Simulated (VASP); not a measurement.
# SiSe4: single point with PBE

Crystal: SiSe4.

```
Si Se
1.0
     4.08317    0.00000    0.00000
     0.00000    4.08317    0.00000
     0.00000    0.00000   10.36412
Si Se
1 4
Direct
  0.00000 0.00000 0.00000
  0.50000 0.50000 0.39369
  0.50000 0.50000 0.60631
  0.00000 0.00000 0.20305
  0.00000 0.00000 0.79695
```

The cell was generated, and may not be a known phase.

```
Program             : VASP 6.6.1
Task                : single point
Functional          : PBE
Potentials or basis : VASP PAW PBE potentials, release 64 (Si, Se)
Cutoff              : 520 eV
k mesh              : 4 × 4 × 4
Occupations         : gaussian, width 0.1 eV
Spin                : no spin polarisation
```

```json
{
  "Pressure": "0.1 GPa",
  "Largest force": "0.061 eV/Å",
  "Band gap on the k mesh": "zero (bands 14 and 15 overlap by 1.57 eV)"
}
```

Forces in eV/Å, atoms in the order of the input:
```
Si   0.000  0.000  0.000
Se   0.000  0.000 -0.061
Se   0.000  0.000  0.061
Se   0.000  0.000  0.003
Se   0.000  0.000 -0.003
```

Stress tensor (GPa, compression positive):
```
-0.02  0.00  0.00
 0.00 -0.02  0.00
 0.00  0.00  0.26
```

Levels at points of the mesh, in eV from the Fermi level:
```tsv
k point	band 12	band 13	band 14	band 15	band 16	band 17
(0.00, 0.00, 0.00)	-1.23	-1.23	0.84	0.84	1.09	2.89
(0.50, 0.00, 0.00)	-1.54	-0.77	-0.28	0.55	1.46	1.85
(0.50, 0.50, 0.00)	-2.56	-2.56	0.06	0.06	1.64	1.64
(0.00, 0.00, 0.50)	-0.66	-0.66	0.50	0.50	1.00	2.91
(0.50, 0.00, 0.50)	-1.53	-0.90	-0.77	0.55	1.03	2.25
(0.50, 0.50, 0.50)	-1.62	-1.62	-0.73	-0.73	2.06	2.17
```

It took 37 s on 1 thread of AMD EPYC 9R45 96-Core Processor (Zen 5), with other jobs on the host, peak memory 0.23 GiB.

Caveat: the k points lie up to 0.38 Å⁻¹ apart, too coarse for converged energies and pressures of a metal.
